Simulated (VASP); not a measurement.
# NaF (Fm-3m) in VASP: settings compared, part 2 of 2

VASP 6.6.1.

## (3) Single point, PBE0

Input file POSCAR:

```
NaF
1.0
    0.0000000000      2.2972497876      2.2972497876
    2.2972497876      0.0000000000      2.2972497876
    2.2972497876      2.2972497876      0.0000000000
Na F
1 1
Direct
    0.0000000000      0.0000000000      0.0000000000
    0.5000000000      0.5000000000      0.5000000000
```

Input file INCAR.step1:

```
PREC     = Accurate       # precision mode
ENCUT    = 520            # plane-wave cutoff, eV
EDIFF    = 1E-5           # SCF threshold, eV
ISMEAR   = 0              # smearing method
SIGMA    = 0.01           # smearing width, eV
LREAL    = False          # projectors in reciprocal space
LASPH    = True           # aspherical terms in the spheres
NELM     = 80             # most SCF steps
ALGO     = Normal         # electronic algorithm
ISIF     = 2              # what is computed and relaxed
LWAVE    = True           # write WAVECAR
LCHARG   = False          # write CHGCAR
NBANDS   = 14             # bands
GGA      = PE             # functional
```

Input file INCAR.step2:

```
PREC     = Accurate       # precision mode
ENCUT    = 520            # plane-wave cutoff, eV
EDIFF    = 1E-7           # SCF threshold, eV
ISMEAR   = 0              # smearing method
SIGMA    = 0.01           # smearing width, eV
LREAL    = False          # projectors in reciprocal space
LASPH    = True           # aspherical terms in the spheres
NELM     = 80             # most SCF steps
ALGO     = Normal         # electronic algorithm
ISIF     = 2              # what is computed and relaxed
LWAVE    = False          # write WAVECAR
LCHARG   = False          # write CHGCAR
GGA      = PE             # functional
LHFCALC  = True           # exact exchange
AEXX     = 0.25           # exact-exchange fraction
PRECFOCK = Normal       
NBANDS   = 14             # bands
ISTART   = 1
```

Input file KPOINTS:

```
Automatic mesh
0
Gamma
  6 6 6
```

Potentials or basis: VASP PAW PBE potentials, release 64 (Na_pv, F).

Started as:

```console
$ cat potpaw_PBE.64/Na_pv/POTCAR potpaw_PBE.64/F/POTCAR > POTCAR
$ cp INCAR.step1 INCAR
$ mpirun -np 1 vasp_std > vasp.out
$ cp INCAR.step2 INCAR
$ mpirun -np 1 vasp_std > vasp.out
```

OUTCAR:

```text
PREC = Accurate
   ENCUT = 520
   EDIFF = 1E-7
   ISMEAR = 0
   LREAL = False
   LASPH = True
   NELM = 80
   ISIF = 2
   GGA = PE
   LHFCALC = True
   AEXX = 0.25
   PRECFOCK = Normal
   ISTART = 1

 ion  position               nearest neighbor table
   1  0.000  0.000  0.000-   2 2.30   2 2.30   2 2.30   2 2.30   2 2.30   2 2.30
   2  0.500  0.500  0.500-   1 2.30   1 2.30   1 2.30   1 2.30   1 2.30   1 2.30

  LATTYP: Found a face centered cubic cell.
 ALAT       =     4.5944995752

  Lattice vectors:

 A1 = (   0.0000000000,   2.2972497876,   2.2972497876)
 A2 = (   2.2972497876,   0.0000000000,   2.2972497876)
 A3 = (   2.2972497876,   2.2972497876,   0.0000000000)

Analysis of symmetry for initial positions (statically):
=====================================================================
 Subroutine PRICEL returns:
 Original cell was already a primitive cell.

 Routine SETGRP: Setting up the symmetry group for a
 face centered cubic supercell.

 Subroutine GETGRP returns: Found 48 space group operations
 (whereof 48 operations were pure point group operations)
 out of a pool of 48 trial point group operations.

The static configuration has the point symmetry O_h .

Analysis of symmetry for dynamics (positions and initial velocities):
=====================================================================
 Subroutine PRICEL returns:
 Original cell was already a primitive cell.

 Routine SETGRP: Setting up the symmetry group for a
 face centered cubic supercell.

 Subroutine GETGRP returns: Found 48 space group operations
 (whereof 48 operations were pure point group operations)
 out of a pool of 48 trial point group operations.

The dynamic configuration has the point symmetry O_h .

 Subroutine INISYM returns: Found 48 space group operations
 (whereof 48 operations are pure point group operations),
 and found     1 'primitive' translations

----------------------------------------------------------------------------------------
[... 120 lines left out ...]
   IVDW    =     0    specifies the selected vdW correction
   LEPSILON=     F    determine dielectric tensor
   LRPA    =     F    only Hartree local field effects (RPA)
 non-spin polarized calculation
 Gauss-broadening in eV      SIGMA  =   0.01
  energy-cutoff  :      520.00
  volume of cell :       24.25
 maximum number of plane-waves:       660
  NGX = 20; NGY = 20; NGZ = 20

 number of electron      13.9999992 magnetization

 Free energy of the ion-electron system (eV)
  ---------------------------------------------------
  ext. energy  EPLUGINS =         0.00000000
  ---------------------------------------------------
  free energy    TOTEN  =       -10.83656766 eV

  energy without entropy =      -10.83656766  energy(sigma->0) =      -10.83656766

 E-fermi :  -3.9067     XC(G=0):  -7.2200

 val. band max:       -4.0765140690   @ k =   0.0000   0.0000   0.0000
 cond. band min:       5.3030235680   @ k =   0.0000   0.0000   0.0000
 fundamental gap:      9.3795376370
 Fermi energy:        -3.9067178797

 k-point     1 :       0.0000    0.0000    0.0000
  band No.  band energies     occupation
      1     -24.8559      2.00000
      2     -24.3647      2.00000
      3     -24.3647      2.00000
      4     -24.3647      2.00000
      5      -4.0765      2.00000
      6      -4.0765      2.00000
      7      -4.0765      2.00000
      8       5.3030      0.00000
      9      18.2740      0.00000
     10      18.2740      0.00000
     11      18.2740      0.00000
     12      20.9000      0.00000
     13      23.6180      0.00000
     14      23.6180      0.00000
[... 241 lines left out ...]
      1     -24.9298      2.00000
      2     -24.4874      2.00000
      3     -24.4423      2.00000
      4     -24.0387      2.00000
      5      -5.2447      2.00000
      6      -4.7827      2.00000
      7      -4.6568      2.00000
      8      12.3544      0.00000
      9      12.4327      0.00000
     10      14.0143      0.00000
     11      17.3014      0.00000
     12      21.0909      0.00000
     13      25.7273      0.00000
     14      25.9335      0.00000

------------------------ aborting loop because EDIFF is reached ----------------------------------------

  FORCE on cell =-STRESS in cart. coord.  units (eV):
  Direction    XX          YY          ZZ          XY          YZ          ZX
  --------------------------------------------------------------------------------------
  -------------------------------------------------------------------------------------
  Total        0.2349786      0.2349786      0.2349786      0.0000000      0.0000000      0.0000000
  in kB       15.5268820     15.5268820     15.5268820      0.0000000      0.0000000      0.0000000
  external PRESSURE =      15.5268820 kB  Pullay stress =       0.0000000 kB

 VOLUME and BASIS-vectors are now :
 -----------------------------------------------------------------------------
  energy-cutoff  :      520.00
  volume of cell :       24.25
      direct lattice vectors                 reciprocal lattice vectors
     0.000000000  2.297249788  2.297249788    -0.217651560  0.217651560  0.217651560
     2.297249788  0.000000000  2.297249788     0.217651560 -0.217651560  0.217651560
     2.297249788  2.297249788  0.000000000     0.217651560  0.217651560 -0.217651560

 POSITION                                       TOTAL-FORCE (eV/Angst)
 -----------------------------------------------------------------------------------
      0.00000      0.00000      0.00000         0.000000     -0.000000      0.000000
      2.29725      2.29725      2.29725        -0.000000      0.000000     -0.000000
 -----------------------------------------------------------------------------------
    total drift:                                0.000000      0.000000      0.000000

  FREE ENERGIE OF THE ION-ELECTRON SYSTEM (eV)
  ---------------------------------------------------
  free  energy   TOTEN  =       -10.8365676585 eV

  energy  without entropy=      -10.8365676585  energy(sigma->0) =      -10.83656766
```

OUTCAR.step1:

```text
PREC = Accurate
   ENCUT = 520
   EDIFF = 1E-5
   ISMEAR = 0
   LREAL = False
[... 483 lines left out ...]
      0.00000      0.00000      0.00000         0.000000      0.000000     -0.000000
      2.29725      2.29725      2.29725        -0.000000      0.000000      0.000000
 -----------------------------------------------------------------------------------
    total drift:                                0.000000     -0.000000      0.000000

  FREE ENERGIE OF THE ION-ELECTRON SYSTEM (eV)
  ---------------------------------------------------
  free  energy   TOTEN  =        -8.5496209564 eV

  energy  without entropy=       -8.5496209564  energy(sigma->0) =       -8.54962096
```

Run time: 25 min. Hardware: 1 thread of Intel Xeon Platinum 8259CL at 2.50GHz (Skylake/Cascade Lake), shared host; peak memory 0.15 GiB.

What came out:

- Free energy: -10.8366 eV
- Pressure: 1.6 GPa
- Band gap on the k mesh: 9.38 eV

Caveat: the PAW data sets were made with another functional, which shifts forces and pressure a little.
